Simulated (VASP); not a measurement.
Wanted: the native input for a VASP 6.6.1 run.

| Quantity | Value |
| --- | --- |
| Task | single point |
| Functional | PBE |
| Potentials or basis | VASP PAW PBE potentials, release 64 (Sr_sv, Cl) |
| Cutoff | 520 eV |
| k mesh | 6 × 6 × 6 |
| Occupations | gaussian, width 0.01 eV |
| Spin | no spin polarisation |
| Dipole correction | no |
| Further INCAR settings | ALGO = Normal; EDIFF = 1e-07; NBANDS = 19 |

The structure of SrCl2 lies in POSCAR:

```
SrCl2
1.0
    0.0000000000      3.4531117322      3.4531117322
    3.4531117322      0.0000000000      3.4531117322
    3.4531117322      3.4531117322      0.0000000000
Sr Cl
1 2
Direct
    0.0000000000      0.0000000000      0.0000000000
    0.2500000000      0.2500000000      0.2500000000
    0.7500000000      0.7500000000      0.7500000000
```

These files were run (other wordings do the same):

INCAR

```
PREC = Accurate
ENCUT = 520
EDIFF = 1E-7
ISMEAR = 0
SIGMA = 0.01
LREAL = False
LASPH = True
NELM = 100
ALGO = Normal
ISIF = 2
LWAVE = False
LCHARG = True
GGA = PE
LELF = True
LVHAR = True
NBANDS = 19
```

KPOINTS

```
Automatic mesh
0
Gamma
  6 6 6
```

Potentials or basis: VASP PAW PBE potentials, release 64 (Sr_sv, Cl).

Launch:

```console
$ cat potpaw_PBE.64/Sr_sv/POTCAR potpaw_PBE.64/Cl/POTCAR > POTCAR
$ mpirun -np 1 vasp_std > vasp.out
```

Results of the run:

```yaml
Pressure: 2.3 GPa
Band_gap_on_the_k_mesh: 5.46 eV, indirect (least direct gap 5.49 eV)
```

Wall time 35 s on 1 thread of AMD EPYC 7R43 64-Core Processor (Zen 3), on a shared host, peak memory 0.17 GiB.
